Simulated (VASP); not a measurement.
Runs of VASP 6.6.1 on Ru. The structure is that of space group Fd-3m (No. 227), or close to it. The cells are those of the table. This isn't the form of Ru at room conditions, which is hcp.

| task | cell | k mesh | cutoff (eV) | gap on the mesh (eV) | pressure (GPa) | relaxed volume (Å³/atom) |
| --- | --- | --- | --- | --- | --- | --- |
| single point | a = 4.868 Å, angles 60.0°, 2 atoms | 4 × 4 × 4 | 500 | none | -19.7 | - |
| relaxation of cell and atoms | relaxed from a = 4.868 Å, angles 60.0°, 2 atoms | 6 × 6 × 6 | 500 | none | -0.1 | 20.33 |
| relaxation of cell and atoms | relaxed from a = 3.854 Å, angles 60.0°, 2 atoms | 14 × 14 × 14 | 600 | none | 0.0 | 20.31 |
| single point | a = 3.854 Å, angles 60.0°, 2 atoms | 6 × 6 × 6 | 500 | none | (a) | - |

Alike in all rows: level PBE; potentials or basis VASP PAW PBE potentials, release 64 (Ru_pv); no spin polarisation; smearing gaussian 0.1 eV.

Estimate the missing entries.

(a) 0.6.

Caveats: some runs use coarse meshes; the volume moved by over 15 % at a fixed basis, so the end points are rough (at least some runs).

A k mesh can miss the band edges, and the runs leave out spin-orbit coupling on Ru.

A gap of «none» marks levels without a gap at the run's occupations.
